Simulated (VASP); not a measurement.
A run of VASP 6.6.1:

File INCAR:

```
PREC     = Accurate       # precision mode
ENCUT    = 520            # plane-wave cutoff, eV
EDIFF    = 1E-7           # SCF threshold, eV
ISMEAR   = 1              # smearing method
SIGMA    = 0.133          # smearing width, eV
LREAL    = F              # projectors in reciprocal space
LASPH    = T              # aspherical terms in the spheres
NELM     = 60             # most SCF steps
ALGO     = Normal         # electronic algorithm
ISIF     = 2              # what is computed and relaxed
LWAVE    = F              # write WAVECAR
LCHARG   = F              # write CHGCAR
GGA      = PS             # functional
NBANDS   = 35             # bands
```

Contents of KPOINTS:

```
regular mesh
0
Gamma
  12 12 2
```

POSCAR

```
MoS2
1.0
    3.0474000000      0.0000000000      0.0000000000
   -1.5237000000      2.6391258155      0.0000000000
    0.0000000000      0.0000000000     12.1932000000
Mo S
2 4
Direct
    0.3333333333      0.6666666667      0.2500000000
    0.6666666667      0.3333333333      0.7500000000
    0.3333333333      0.6666666667      0.6259932117
    0.6666666667      0.3333333333      0.1259932117
    0.3333333333      0.6666666667      0.8740067883
    0.6666666667      0.3333333333      0.3740067883
```

Potentials or basis: VASP PAW PBE potentials, release 64 (Mo_sv, S).

Launch:

```bash
$ cat potpaw_PBE.64/Mo_sv/POTCAR potpaw_PBE.64/S/POTCAR > POTCAR
$ mpirun -np 1 vasp_std > vasp.out
```

Hardware: 1 thread of AMD EPYC 7R13 Processor (Zen 3) (shared host).

Question: Estimate the wall time of this run.

Answer: Run time: 100 s on 1 thread of AMD EPYC 7R13 Processor (Zen 3) (shared host), peak memory 0.24 GiB. Counts: scf iterations 17, k points 38.
